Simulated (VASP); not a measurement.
Write the native input for VASP 6.6.1 that does the following.

```
Task                   : single point
Functional             : LDA
Potentials or basis    : VASP PAW LDA potentials, release 64 (Ge_d)
Cutoff                 : 520 eV
k mesh                 : 15 × 15 × 8
Occupations            : fermi-dirac, width 0.08 eV
Spin                   : no spin polarisation
Dipole correction      : no
Further INCAR settings : ALGO = Normal; EDIFF = 1e-06; NBANDS = 21
```

The structure of Ge lies in POSCAR:

```
Ge
1.0
    2.8066246830      0.0000000000      0.0000000000
   -1.4033123415      2.4306082744      0.0000000000
    0.0000000000      0.0000000000      4.7159682362
Ge
2
Direct
    0.3333333333      0.6666666667      0.2500000000
    0.6666666667      0.3333333333      0.7500000000
```

This isn't the form of Ge at room conditions, which is diamond.

One way to write it, as run:

INCAR

```
SYSTEM = Ge
  PREC = Accurate
  ENCUT = 520
  EDIFF = 1E-6
  ISMEAR = -1
  SIGMA = 0.08
  LREAL = .FALSE.
  LASPH = .TRUE.
  NELM = 100
  ALGO = Normal
  ISIF = 2
  LWAVE = .FALSE.
  LCHARG = .FALSE.
  GGA = CA
  NBANDS = 21
```

KPOINTS

```
Automatic mesh
0
G
  15 15 8
  0 0 0
```

Potentials or basis: VASP PAW LDA potentials, release 64 (Ge_d).

Launch:

```console
$ cat potpaw_LDA.64/Ge_d/POTCAR > POTCAR
$ mpirun -np 1 vasp_std > vasp.out
```

It gave:

```json
{"Pressure": "11.1 GPa", "Band gap on the k mesh": "zero (bands 14 and 15 overlap by 11.99 eV)"}
```

Caveat: the cell stands under pressure.

It took 71 s on 1 thread of Intel Xeon 8259CL, on a shared host, peak memory 0.19 GiB.
